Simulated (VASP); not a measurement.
Wanted: the native input for a VASP 6.6.1 run.

| Quantity | Value |
| --- | --- |
| Task | relaxation of cell and atoms |
| Functional | PBE |
| Potentials or basis | VASP PAW PBE potentials, release 64 (Ce) |
| Cutoff | 720 eV |
| k mesh | 12 × 12 × 12 |
| Occupations | methfessel-paxton, width 0.05 eV |
| Spin | collinear spin, ferromagnetic start |
| Starting moments | [1.0] μB |
| Tolerance level | standard |
| Purpose | cell |
| Passes | 3 |
| Further INCAR settings | ALGO = Normal; EDIFF = 1e-07 |

Crystal: Ce.

```
Ce
1.0
     0.00000    2.53685    2.53685
     2.53685    0.00000    2.53685
     2.53685    2.53685    0.00000
Ce
1
Direct
  0.00000 0.00000 0.00000
```

One way to write it, as run:

POSCAR

```
Ce
1.0
    0.0000000000      2.5368525656      2.5368525656
    2.5368525656      0.0000000000      2.5368525656
    2.5368525656      2.5368525656      0.0000000000
Ce
1
Direct
    0.0000000000      0.0000000000      0.0000000000
```

INCAR.step1

```
SYSTEM = Ce
  GGA = PE
  ISPIN = 2
  MAGMOM = 1
  LORBIT = 11
  ISMEAR = 1
  SIGMA = 0.05
  LWAVE = .False.
  LCHARG = .False.
  NSW = 80
  PREC = Accurate
  LASPH = .True.
  LREAL = .False.
  ALGO = Normal
  EDIFF = 1E-7
  NELM = 200
  GGA_COMPAT = .False.
  IBRION = 2
  ISIF = 3
  EDIFFG = -0.002
  NELMIN = 4
  ENCUT = 720
  LMAXMIX = 6
  KPAR = 8
  POTIM = 0.5
```

INCAR.step4

```
SYSTEM = Ce
  GGA = PE
  ISPIN = 2
  MAGMOM = 1
  LORBIT = 11
  ISMEAR = 1
  SIGMA = 0.05
  LWAVE = .False.
  LCHARG = .False.
  PREC = Accurate
  LASPH = .True.
  LREAL = .False.
  ALGO = Normal
  EDIFF = 1E-7
  NELM = 200
  GGA_COMPAT = .False.
  ISIF = 2
  ENCUT = 720
  LMAXMIX = 6
  KPAR = 8
```

KPOINTS

```
Automatic mesh
0
Gamma
  12 12 12
  0 0 0
```

Potentials or basis: VASP PAW PBE potentials, release 64 (Ce).

Launch:

```bash
$ cat potpaw_PBE.64/Ce/POTCAR > POTCAR
$ cp INCAR.step1 INCAR
$ cp POSCAR.step1 POSCAR
$ mpirun -np 8 vasp_std > vasp.out
$ cp CONTCAR POSCAR
$ mpirun -np 8 vasp_std > vasp.out
$ cp CONTCAR POSCAR
$ mpirun -np 8 vasp_std > vasp.out
$ cp CONTCAR POSCAR
$ cp INCAR.step4 INCAR
$ mpirun -np 8 vasp_std > vasp.out
```

It gave:

```yaml
Relaxed_volume: 26.23 Å³/atom
Relaxed_cell: a = 3.335 Å, b = 3.335 Å, c = 3.335 Å, α = 60.00°, β = 60.00°, γ = 60.00°
Space_group_after_relaxing_to_0.1_Å: Fm-3m (No. 225)
Energy_gained_by_relaxing: 128.5 meV/atom
Ionic_steps: 6
Pressure_after_relaxing: 0.0 GPa
Band_gap_on_the_k_mesh: zero (filled and empty bands overlap)
Net_moment: 0.00 μB per cell
Valence_electrons_inside_the_program's_atomic_spheres: Ce 9.94
```

Caveat: the magnetic or orbital state may not be the lowest; the volume moved by over 15 % at a fixed basis, so the end points are rough; spin-orbit coupling is left out, which moves the levels of the heavy elements; semilocal functionals describe open f shells poorly, which spoils levels, moments and volumes.

Run time: 94 s on 8 MPI ranks on AMD EPYC 9R45 96-Core Processor (Zen 5), with other jobs on the host, peak memory 0.29 GiB a rank.
